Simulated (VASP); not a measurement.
Crystal: PbSe.

```
Pb Se
1.0
     0.00000    3.42320    3.42320
     3.42320    0.00000    3.42320
     3.42320    3.42320    0.00000
Pb Se
1 1
Direct
  0.00000 0.00000 0.00000
  0.25000 0.25000 0.25000
```

Program: VASP 6.6.1. Alike in all runs: task single point; potentials or basis VASP PAW PBE potentials, release 64 (Pb_d, Se); no spin polarisation; cell as given; k mesh 4 × 4 × 4; cutoff (eV) 520; smearing gaussian 0.01 eV.

Question: Order these runs on this cell by their band gap on the k mesh, lowest first.
A. level PBE-based screened hybrid with 40 % exact exchange; share of exact exchange 0.4; screening parameter 0.5 1/Å
B. level PBE-based global hybrid with 40 % exact exchange; share of exact exchange 0.4
C. level PBE0; share of exact exchange 0.25

Answer: A (0.89 eV), C (1.73 eV), B (2.44 eV).

Caveats: the structure was generated, so it needn't be the stable form of PbSe; spin-orbit coupling is left out, which moves the levels of the heavy elements.

A k mesh can miss the band edges.
